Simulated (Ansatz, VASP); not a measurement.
## Two plane-wave programs on MnS

The input INCAR:

```
ALGO     = Normal         # electronic algorithm
EDIFF    = 1E-6           # SCF threshold, eV
ENCUT    = 520            # plane-wave cutoff, eV
GGA      = PE             # functional
ISIF     = 2              # what is computed and relaxed
ISMEAR   = -1             # smearing method
ISPIN    = 2              # spin polarisation
LASPH    = True           # aspherical terms in the spheres
LCHARG   = True           # write CHGCAR
LELF     = True           # ELF
LMAXMIX  = 4              # l up to which the mixer works
LORBIT   = 11             # projections on sites
LREAL    = False          # projectors in reciprocal space
LVHAR    = True         
LWAVE    = False          # write WAVECAR
MAGMOM   = 0.92 0         # initial moments
NBANDS   = 20             # bands
NELM     = 150            # most SCF steps
PREC     = Accurate       # precision mode
SIGMA    = 0.05           # smearing width, eV
```

KPOINTS

```
k-points
0
Gamma
  9 9 9
```

POSCAR

```
MnS
1.0
    1.8299960138      1.0565486912      2.9709202777
   -1.8299960138      1.0565486912      2.9709202777
    0.0000000000     -2.1130973823      2.9709202777
Mn S
1 1
Direct
    0.0000000000      0.0000000000      0.0000000000
    0.5000000000      0.5000000000      0.5000000000
```

File input.yaml:

```yaml
crystal:
  lattice:
    - [1.8299960138, 1.0565486912, 2.9709202777]
    - [-1.8299960138, 1.0565486912, 2.9709202777]
    - [0.0, -2.1130973823, 2.9709202777]
  atoms:
    - { symbol: Mn, position: [0.0, 0.0, 0.0], spin: 0.92 }
    - { symbol: S, position: [0.5, 0.5, 0.5] }
hamiltonian:
  xc: pbe
  pseudopotentials: { kind: paw }
magnetization:
  spin_polarized: true
kpoints:
  mp_grid: { grid: [9, 9, 9] }
scf:
  occupations: { method: fermi_dirac, width: 0.05 }
output:
  forces: true
  stress: true
  eigenvalues: true
```

Alike in both runs: task single point; functional PBE; k mesh 9 × 9 × 9; occupations fermi-dirac, width 0.05 eV; collinear spin.

```csv
,VASP,Ansatz
version,VASP 6.6.1,Ansatz 0.2.0
potentials or method,"VASP PAW PBE potentials, release 64 (Mn_pv, S)",Ansatz PAW
plane-wave cutoff (eV),520,420
valence electrons in the cell,19,21
```

```tsv
	VASP	Ansatz	Ansatz less VASP
gap on the k mesh at the Fermi level (eV)	none	none	-
pressure (GPa)	-1.7	-1.6	+0.08
traceless stress, the component that is largest in VASP (GPa)	0.30	0.30	0.000
net moment per atom (μB)	2.33	2.33	-0.001
size of the moment on the site where the two differ most (μB)	4.22	4.16	-0.059
```

Site moments also hang on the region over which each program counts them. A gap of «none» marks a metal or a gap that the smearing closes. The functional is the same, so the differences come from potentials, cutoffs and numerics. VASP's potentials hold 19 valence electrons a cell and Ansatz's 21, so a difference there can come from the potentials and not from the codes.
